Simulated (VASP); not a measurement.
Set up this calculation in VASP 6.6.1, as the native input.

```
Task                   : single point
Functional             : LDA
Potentials or basis    : VASP PAW LDA potentials, release 64 (Al, Pt)
Cutoff                 : 520 eV
k mesh                 : 7 × 7 × 7, shifted
Occupations            : fermi-dirac, width 0.1 eV
Spin                   : no spin polarisation
Dipole correction      : no
Further INCAR settings : ALGO = Normal; EDIFF = 1e-07; NBANDS = 14
```

The structure of AlPt lies in POSCAR:

```
AlPt
1.0
    3.0915460000      0.0000000000      0.0000000000
    0.0000000000      3.0915460000      0.0000000000
    0.0000000000      0.0000000000      3.0915460000
Al Pt
1 1
Direct
    0.0000000000      0.0000000000      0.0050000000
    0.5000000000      0.5000000000      0.5000000000
```

These files were run (other wordings do the same):

INCAR

```
  ALGO = Normal
  EDIFF = 1E-7
  ENCUT = 520
  GGA = CA
  ISIF = 2
  ISMEAR = -1
  LASPH = True
  LCHARG = True
  LELF = True
  LREAL = False
  LVHAR = True
  LWAVE = False
  NBANDS = 14
  NELM = 60
  PREC = Accurate
  SIGMA = 0.1
```

KPOINTS

```
Automatic mesh
0
Gamma
  7 7 7
  0.5 0.5 0.5
```

Potentials or basis: VASP PAW LDA potentials, release 64 (Al, Pt).

Launch:

```console
$ cat potpaw_LDA.64/Al/POTCAR potpaw_LDA.64/Pt/POTCAR > POTCAR
$ mpirun -np 1 vasp_std > vasp.out
```

It gave:

| Property | Result |
| --- | --- |
| Pressure | -9.0 GPa |
| Largest force | 0.049 eV/Å |

Run time: 14 s on 1 thread of Intel(R) Xeon(R) Platinum 8259CL CPU @ 2.50GHz (Skylake/Cascade Lake), with other jobs on the host, peak memory 0.14 GiB.
